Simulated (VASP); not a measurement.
# BN (P4_2/mnm) in VASP: notebook

Runs on BN. Level: PBE. Tasks: single point.

All numbers are computed with VASP 6.6.1; they aren't measurements. Logs are shortened: lines on timing, memory, paths and dates and some standing lists are left out, and cuts for length are marked.

## (1) The cell of the first run

Symmetry: P4_2/mnm, No. 136, tetragonal system. Conventional cell: a = 4.555 Å, b = 4.555 Å, c = 2.473 Å, α = 90.00°, β = 90.00°, γ = 90.00°. B (site symmetry m2m) has 4 N at 1.52 to 1.65 Å within 2.0 Å. Within 2.0 Å of N (site symmetry m2m) lie 4 B at 1.52 to 1.65 Å.

## (2) Single point, PBE

INCAR

```
PREC = Accurate
ENCUT = 520
EDIFF = 1E-7
ISMEAR = 0
SIGMA = 0.05
LREAL = False
LASPH = True
NELM = 100
ALGO = Normal
ISIF = 2
LWAVE = False
LCHARG = False
GGA = PE
NBANDS = 26
```

KPOINTS

```
Automatic mesh
0
Gamma
  6 6 10
```

POSCAR

```
BN
1.0
    4.5554000000      0.0000000000      0.0000000000
    0.0000000000      4.5554000000      0.0000000000
    0.0000000000      0.0000000000      2.4727000000
B N
4 4
Direct
    0.1742811368      0.8257188632      0.5000000000
    0.3257188632      0.3257188632      0.0000000000
    0.6742811368      0.6742811368      0.0000000000
    0.8257188632      0.1742811368      0.5000000000
    0.8126115048      0.8126115048      0.5000000000
    0.3126115048      0.6873884952      0.0000000000
    0.6873884952      0.3126115048      0.0000000000
    0.1873884952      0.1873884952      0.5000000000
```

Potentials or basis: VASP PAW PBE potentials, release 64 (B, N).

The run is started by

```console
cat potpaw_PBE.64/B/POTCAR potpaw_PBE.64/N/POTCAR > POTCAR
mpirun -np 1 vasp_std > vasp.out
```

OUTCAR:

```text
PREC = Accurate
   ENCUT = 520
   EDIFF = 1E-7
   ISMEAR = 0
   LREAL = False
   LASPH = True
   NELM = 100
   ISIF = 2
   GGA = PE

 ion  position               nearest neighbor table
   1  0.174  0.826  0.500-   6 1.52   6 1.52   8 1.65   5 1.65
   2  0.326  0.326  0.000-   8 1.52   8 1.52   6 1.65   7 1.65
   3  0.674  0.674  0.000-   5 1.52   5 1.52   7 1.65   6 1.65
   4  0.826  0.174  0.500-   7 1.52   7 1.52   8 1.65   5 1.65
   5  0.813  0.813  0.500-   3 1.52   3 1.52   4 1.65   1 1.65
   6  0.313  0.687  0.000-   1 1.52   1 1.52   3 1.65   2 1.65
   7  0.687  0.313  0.000-   4 1.52   4 1.52   2 1.65   3 1.65
   8  0.187  0.187  0.500-   2 1.52   2 1.52   4 1.65   1 1.65

  LATTYP: Found a simple tetragonal cell.
 ALAT       =     4.5554000000
 C/A-ratio  =     0.5428063397

  Lattice vectors:

 A1 = (   4.5554000000,   0.0000000000,   0.0000000000)
 A2 = (   0.0000000000,   4.5554000000,   0.0000000000)
 A3 = (   0.0000000000,   0.0000000000,   2.4727000000)

Analysis of symmetry for initial positions (statically):
=====================================================================
 Subroutine PRICEL returns:
 Original cell was already a primitive cell.

 Routine SETGRP: Setting up the symmetry group for a
 simple tetragonal supercell.

 Subroutine GETGRP returns: Found 16 space group operations
 (whereof  8 operations were pure point group operations)
 out of a pool of 16 trial point group operations.

The static configuration has the point symmetry D_2h.
 The point group associated with its full space group is D_4h.

Analysis of symmetry for dynamics (positions and initial velocities):
=====================================================================
 Subroutine PRICEL returns:
 Original cell was already a primitive cell.

 Routine SETGRP: Setting up the symmetry group for a
 simple tetragonal supercell.

 Subroutine GETGRP returns: Found 16 space group operations
 (whereof  8 operations were pure point group operations)
 out of a pool of 16 trial point group operations.

The dynamic configuration has the point symmetry D_2h.
 The point group associated with its full space group is D_4h.

 Subroutine INISYM returns: Found 16 space group operations
 (whereof  8 operations are pure point group operations),
 and found     1 'primitive' translations

----------------------------------------------------------------------------------------

                                     Primitive cell

  volume of cell :      51.3127

  direct lattice vectors                    reciprocal lattice vectors
     4.555400000  0.000000000  0.000000000     0.219519691  0.000000000  0.000000000
     0.000000000  4.555400000  0.000000000     0.000000000  0.219519691  0.000000000
     0.000000000  0.000000000  2.472700000     0.000000000  0.000000000  0.404416225

  length of vectors
     4.555400000  4.555400000  2.472700000     0.219519691  0.219519691  0.404416225

  position of ions in fractional coordinates (direct lattice)
     0.174281137  0.825718863  0.500000000
     0.325718863  0.325718863  0.000000000
     0.674281137  0.674281137  0.000000000
     0.825718863  0.174281137  0.500000000
     0.812611505  0.812611505  0.500000000
     0.312611505  0.687388495  0.000000000
     0.687388495  0.312611505  0.000000000
     0.187388495  0.187388495  0.500000000

  ion indices of the primitive-cell ions
   primitive index   ion index
                 1           1
                 2           2
                 3           3
                 4           4
                 5           5
                 6           6
                 7           7
                 8           8

----------------------------------------------------------------------------------------

 KPOINTS: Automatic mesh

Automatic generation of k-mesh.
 Grid dimensions read from file:
 generate k-points for:    6    6   10

 Generating k-lattice:

  Cartesian coordinates                     Fractional coordinates (reciprocal lattice)
     0.036586615  0.000000000  0.000000000     0.166666667  0.000000000  0.000000000
     0.000000000  0.036586615  0.000000000     0.000000000  0.166666667  0.000000000
     0.000000000  0.000000000  0.040441623     0.000000000  0.000000000  0.100000000

  Length of vectors
     0.036586615  0.036586615  0.040441623

  Shift w.r.t. Gamma in fractional coordinates (k-lattice)
     0.000000000  0.000000000  0.000000000

 Subroutine IBZKPT returns following result:
 ===========================================

 Found     60 irreducible k-points:

 Following reciprocal coordinates:
            Coordinates               Weight
  0.000000  0.000000  0.000000      1.000000
  0.166667  0.000000  0.000000      4.000000
  0.333333  0.000000  0.000000      4.000000
  0.500000  0.000000  0.000000      2.000000
  0.166667  0.166667  0.000000      4.000000
  0.333333  0.166667  0.000000      8.000000
[... 16 lines left out ...]
  0.333333  0.000000  0.200000      8.000000
  0.500000  0.000000  0.200000      4.000000
 [... further k-points ...]
   k-points           NKPTS =     60   k-points in BZ     NKDIM =     60   number of bands    NBANDS=     26
   number of dos      NEDOS =    301   number of ions     NIONS =      8
   total plane-waves  NPLWV =  23328
   dimension x,y,z NGX =    36 NGY =   36 NGZ =   18
   dimension x,y,z NGXF=    72 NGYF=   72 NGZF=   36
   ions per type =               4   4
   NGX,Y,Z   is equivalent  to a cutoff of  13.14, 13.14, 12.10 a.u.
   NGXF,Y,Z  is equivalent  to a cutoff of  26.28, 26.28, 24.20 a.u.
 SYSTEM =  unknown system
   PREC   = accura    normal or accurate (medium, high low for compatibility)
   ISTART =      0    job   : 0-new  1-cont  2-samecut
   ICHARG =      2    charge: 1-file 2-atom 10-const
   ISPIN  =      1    spin polarized calculation?
   LNONCOLLINEAR =      F non collinear calculations
   LSORBIT =      F    spin-orbit coupling
   LASPH  =      T    aspherical Exc in radial PAW
   ENCUT  =  520.0 eV  38.22 Ry    6.18 a.u.   8.47  8.47  4.60*2*pi/ulx,y,z
   NELM   =    100;   NELMIN=  2; NELMDL= -5     # of ELM steps
   EDIFF  = 0.1E-06   stopping-criterion for ELM
   LREAL  =      F    real-space projection
   EDIFFG = 0.1E-05   stopping-criterion for IOM
   NSW    =      0    number of steps for IOM
   IBRION =     -1    ionic relax: 0-MD 1-quasi-New 2-CG
   NFREE  =      0    steps in history (QN), initial steepest desc. (CG)
   ISIF   =      2    stress and relaxation
   ISYM   =      2    0-nonsym 1-usesym 2-fastsym
   POTIM  = 0.5000    time-step for ionic-motion
   TEBEG  =    0.0;   TEEND  =   0.0 temperature during run
   PSTRESS=    0.0 pullay stress
   NELECT =      32.0000    total number of electrons
   NUPDOWN=      -1.0000    fix difference up-down
   EMIN   =  10.00;   EMAX   =-10.00  energy-range for DOS
   EFERMI =   0.00;   METHOD = LEGACY
   ISMEAR =     0;   SIGMA  =   0.05  broadening in eV -4-tet -1-fermi 0-gaus
   EFERMI_NEDOS =   21; number of points for ismear=-14 and -15
   IALGO  =     38    algorithm
   IMIX   =      4    mixing-type and parameters
     AMIX     =   0.40;   BMIX     =  1.00
     AMIX_MAG =   1.60;   BMIX_MAG =  1.00
  volume/ion in A,a.u.               =       6.41        43.28
  Fermi-wavevector in a.u.,A,eV,Ry     =   1.398675  2.643112 26.616948  1.956290
  Thomas-Fermi vector in A             =   2.521809
   LORBIT       =      0    0 simple, 1 ext, 2 COOP (PROOUT), +10 PAW based schemes
   GGA     = PE    functional components
   LHFCALC =     F    Hartree Fock is set to
   AEXX    =    0.0000 exact exchange contribution
   IVDW    =     0    specifies the selected vdW correction
   LEPSILON=     F    determine dielectric tensor
   LRPA    =     F    only Hartree local field effects (RPA)
 non-spin polarized calculation
 Gauss-broadening in eV      SIGMA  =   0.05
  energy-cutoff  :      520.00
  volume of cell :       51.31
 maximum number of plane-waves:      1421
 NGX is ok and might be reduce to    36

 number of electron      31.9999992 magnetization

 Free energy of the ion-electron system (eV)
  ---------------------------------------------------
  ext. energy  EPLUGINS =         0.00000000
  ---------------------------------------------------
  free energy    TOTEN  =       -68.65273176 eV

  energy without entropy =      -68.65273176  energy(sigma->0) =      -68.65273176

 E-fermi :   6.6741     XC(G=0): -12.3008

 val. band max:        6.4381428821   @ k =   0.0000   0.0000   0.0000
 cond. band min:      11.1928350574   @ k =   0.0000   0.0000   0.3000
 fundamental gap:      4.7546921752
 Fermi energy:         6.6741233924

 k-point     1 :       0.0000    0.0000    0.0000
  band No.  band energies     occupation
      1     -13.2269      2.00000
      2      -9.6913      2.00000
      3      -9.6913      2.00000
      4      -9.0971      2.00000
      5      -3.7048      2.00000
      6      -2.3708      2.00000
[... 18 lines left out ...]
     25      17.6833      0.00000
     26      19.6191      0.00000

 k-point     2 :       0.1667    0.0000    0.0000
  band No.  band energies     occupation
      1     -13.0933      2.00000
      2     -10.3218      2.00000
      3      -9.6020      2.00000
      4      -8.7957      2.00000
      5      -3.7459      2.00000
      6      -2.0068      2.00000
[... 18 lines left out ...]
     25      17.7544      0.00000
     26      19.2900      0.00000

 k-point     3 :       0.3333    0.0000    0.0000
  band No.  band energies     occupation
      1     -12.6989      2.00000
      2     -11.2371      2.00000
      3      -9.3540      2.00000
      4      -8.7542      2.00000
      5      -3.6427      2.00000
      6      -2.3630      2.00000
[... 572 lines left out ...]
 k-point    23 :       0.3333    0.0000    0.2000
  band No.  band energies     occupation
      1     -12.0452      2.00000
      2     -10.6381      2.00000
      3      -8.8567      2.00000
      4      -8.3524      2.00000
      5      -3.0996      2.00000
      6      -1.8728      2.00000
[... 18 lines left out ...]
     25      18.9241      0.00000
     26      19.4599      0.00000

 k-point    24 :       0.5000    0.0000    0.2000
  band No.  band energies     occupation
      1     -11.4319      2.00000
      2     -11.4319      2.00000
      3      -8.5679      2.00000
      4      -8.5679      2.00000
      5      -2.6285      2.00000
      6      -2.6285      2.00000
[... 18 lines left out ...]
     25      18.9007      0.00000
     26      18.9007      0.00000

 [... further k-points ...]
[... 5 lines left out ...]
  --------------------------------------------------------------------------------------
  -------------------------------------------------------------------------------------
  Total       -7.2032774     -7.2032774      8.2446042     -0.0000000      0.0000000      0.0000000
  in kB     -224.9138792   -224.9138792    257.4280872     -0.0000000      0.0000000      0.0000000
  external PRESSURE =     -64.1332237 kB  Pullay stress =       0.0000000 kB

 VOLUME and BASIS-vectors are now :
 -----------------------------------------------------------------------------
  energy-cutoff  :      520.00
  volume of cell :       51.31
      direct lattice vectors                 reciprocal lattice vectors
     4.555400000  0.000000000  0.000000000     0.219519691  0.000000000  0.000000000
     0.000000000  4.555400000  0.000000000     0.000000000  0.219519691  0.000000000
     0.000000000  0.000000000  2.472700000     0.000000000  0.000000000  0.404416225

 POSITION                                       TOTAL-FORCE (eV/Angst)
 -----------------------------------------------------------------------------------
      0.79392      3.76148      1.23635        -0.009702      0.009702      0.000000
      1.48378      1.48378      0.00000         0.009702      0.009702      0.000000
      3.07162      3.07162      0.00000        -0.009702     -0.009702      0.000000
      3.76148      0.79392      1.23635         0.009702     -0.009702      0.000000
      3.70177      3.70177      1.23635         0.319683      0.319683      0.000000
      1.42407      3.13133      0.00000         0.319683     -0.319683      0.000000
      3.13133      1.42407      0.00000        -0.319683      0.319683      0.000000
      0.85363      0.85363      1.23635        -0.319683     -0.319683      0.000000
 -----------------------------------------------------------------------------------
    total drift:                               -0.000000     -0.000000      0.000000

  FREE ENERGIE OF THE ION-ELECTRON SYSTEM (eV)
  ---------------------------------------------------
  free  energy   TOTEN  =       -68.6527317603 eV

  energy  without entropy=      -68.6527317603  energy(sigma->0) =      -68.65273176
```

It took 28 s on 1 thread of Intel Xeon Platinum 8559C (Emerald Rapids), shared host; peak memory 0.19 GiB.

What came out:

- Free energy: -68.6527 eV
- Pressure: -6.4 GPa
- Largest force: 0.452 eV/Å
- Band gap on the k mesh: 4.75 eV, indirect (least direct gap 5.94 eV)

Forces in eV/Å, atoms in the order of the input:
```
B   -0.010  0.010  0.000
B    0.010  0.010  0.000
B   -0.010 -0.010  0.000
B    0.010 -0.010  0.000
N    0.320  0.320  0.000
N    0.320 -0.320  0.000
N   -0.320  0.320  0.000
N   -0.320 -0.320  0.000
```

## (3) Single point, PBE

This run uses another cell than the first one, of the same volume but with other edges.

INCAR

```
ALGO = Normal
EDIFF = 1E-7
ENCUT = 520
GGA = PE
ISIF = 2
ISMEAR = 0
LASPH = T
LCHARG = F
LREAL = F
LWAVE = F
NBANDS = 26
NELM = 60
PREC = Accurate
SIGMA = 0.05
```

KPOINTS

```
k-points
0
Gamma
  6 6 10
```

POSCAR, as its differences from that of step 2:

```diff
@@ -2,5 +2,5 @@
 1.0
-    4.5554000000      0.0000000000      0.0000000000
-    0.0000000000      4.5554000000      0.0000000000
-    0.0000000000      0.0000000000      2.4727000000
+    4.4226829661      0.0000000000      0.0000000000
+    0.0000000000      4.4226829661      0.0000000000
+    0.0000000000      0.0000000000      2.6257000000
 B N
```

Potentials or basis: VASP PAW PBE potentials, release 64 (B, N).

The run is started by

```console
cat potpaw_PBE.64/B/POTCAR potpaw_PBE.64/N/POTCAR > POTCAR
mpirun -np 1 vasp_std > vasp.out
```

It took 29 s on 1 thread of Intel Xeon Platinum 8559C (Emerald Rapids), shared host; peak memory 0.19 GiB.

The run converged. Its results:

- Free energy: -68.8680 eV
- Pressure: -10.1 GPa
- Largest force: 0.176 eV/Å
- Band gap on the k mesh: 4.79 eV, indirect (least direct gap 5.80 eV)

Forces in eV/Å, atoms in the order of the input:
```
B    0.031 -0.031  0.000
B   -0.031 -0.031  0.000
B    0.031  0.031  0.000
B   -0.031  0.031  0.000
N   -0.125 -0.125  0.000
N   -0.125  0.125  0.000
N    0.125 -0.125  0.000
N    0.125  0.125  0.000
```

Stress tensor (GPa, compression positive):
```
 -2.17   0.00   0.00
  0.00  -2.17   0.00
  0.00   0.00 -26.00
```

Levels at points of the mesh, in eV from the valence-band top:
```tsv
k point	band 14	band 15	band 16	band 17	band 18	band 19
(0.00, 0.00, 0.00)	-0.41	0.00	0.00	6.16	6.96	8.48
(0.50, 0.00, 0.00)	-1.59	-1.29	-1.29	7.21	7.21	8.23
(0.50, 0.50, 0.00)	-2.66	-2.41	-2.41	7.40	7.40	7.58
(0.00, 0.00, 0.50)	-4.04	-3.36	-3.36	6.46	6.46	10.15
(0.50, 0.00, 0.50)	-3.59	-2.06	-2.06	6.76	6.76	8.78
(0.50, 0.50, 0.50)	-3.02	-2.41	-2.41	6.16	6.16	6.95
```
